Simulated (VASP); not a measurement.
Write the native input for VASP 6.6.1 that does the following.

* Task: single point
* Functional: PBE
* Dispersion: D3(BJ)
* Potentials or basis: VASP PAW PBE potentials, release 64 (Zn, O)
* Cutoff: 520 eV
* k mesh: 9 × 9 × 4
* Occupations: gaussian, width 0.05 eV
* Spin: no spin polarisation
* Dipole correction: no
* Further INCAR settings: ALGO = Normal; EDIFF = 1e-06; NBANDS = 26

The structure of ZnO lies in POSCAR:

```
ZnO
1.0
    3.3372866661      0.0000000000      0.0000000000
   -1.6686433330      2.8901750325      0.0000000000
    0.0000000000      0.0000000000      6.9165281095
Zn O
2 2
Direct
    0.0000000000      0.0000000000      0.7500000000
    0.0000000000      0.0000000000      0.2500000000
    0.3333333333      0.6666666667      0.2500000000
    0.6666666667      0.3333333333      0.7500000000
```

This cell differs from its parent crystal: strain +0.015 along x and y, -0.030 along z.

One way to write it, as run:

INCAR

```
SYSTEM = ZnO
PREC = Accurate
ENCUT = 520
EDIFF = 1E-6
ISMEAR = 0
SIGMA = 0.05
LREAL = .FALSE.
LASPH = .TRUE.
NELM = 100
ALGO = Normal
ISIF = 2
LWAVE = .FALSE.
LCHARG = .FALSE.
GGA = PE
IVDW = 12
NBANDS = 26
```

KPOINTS

```
Automatic mesh
0
G
  9 9 4
  0 0 0
```

Potentials or basis: VASP PAW PBE potentials, release 64 (Zn, O).

The run is started by

```bash
$ cat potpaw_PBE.64/Zn/POTCAR potpaw_PBE.64/O/POTCAR > POTCAR
$ mpirun -np 1 vasp_std > vasp.out
```

Results of the run:

- Pressure: -5.3 GPa
- Band gap on the k mesh: 0.76 eV
- Dispersion energy per atom: -0.157 eV

Caveat: the cell differs from its parent crystal (strain +0.015 along x and y, -0.030 along z); the stress differs along the axes, from -7 to -1 GPa; semilocal functionals underestimate gaps, and a narrow one can read as zero.

Run time: 28 s on 1 thread of Intel(R) Xeon(R) 6975P-C (Granite Rapids), with other jobs on the host, peak memory 0.22 GiB.
